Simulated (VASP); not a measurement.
**Al2O3: single point with r2SCAN**

Crystal: Al2O3.

```xyz
5
Lattice="2.8843 0.0000 0.0000 -1.4422 2.4979 0.0000 0.0000 0.0000 9.3368" Properties=species:S:1:pos:R:3 pbc="T T T"
Al    0.0000    0.0000    7.9363
Al    0.0000    0.0000    1.4004
O     0.0000    1.6653    7.2610
O     1.4422    0.8326    0.0000
O     0.0000    1.6653    2.0757
```

- Program: VASP 6.6.1
- Task: single point
- Functional: r2SCAN
- Potentials or basis: VASP PAW PBE potentials, release 64 (Al, O)
- Cutoff: 520 eV
- k mesh: 9 × 9 × 3
- Occupations: methfessel-paxton, width 0.025 eV
- Spin: no spin polarisation

The pressure is -4.7 GPa and the largest force is 0.435 eV/Å. The band gap on the k mesh is 5.59 eV, indirect (least direct gap 5.83 eV).

Forces on the atoms (eV/Å):
```
Al   0.000  0.000 -0.148
Al   0.000  0.000  0.148
O    0.000  0.000  0.435
O    0.000  0.000  0.000
O    0.000  0.000 -0.435
```

Stress tensor (GPa, compression positive):
```
-5.26  0.00  0.00
 0.00 -5.26  0.00
 0.00  0.00 -3.52
```

Levels at points of the mesh, in eV from the valence-band top:
```
           k point  band 9  band 10  band 11  band 12  band 13  band 14  band 15  band 16
(0.00, 0.00, 0.00)   -1.27    -0.56    -0.56    -0.23     5.59     8.28     8.75    10.11
```

It took 92 s on 1 thread of Intel(R) Xeon(R) 6975P-C (Granite Rapids) (shared host), peak memory 0.2 GiB.

Caveat: the PAW data sets were made with another functional, which shifts forces and pressure a little. r2SCAN opens gaps a little over a GGA but as a rule still falls short of measured ones.
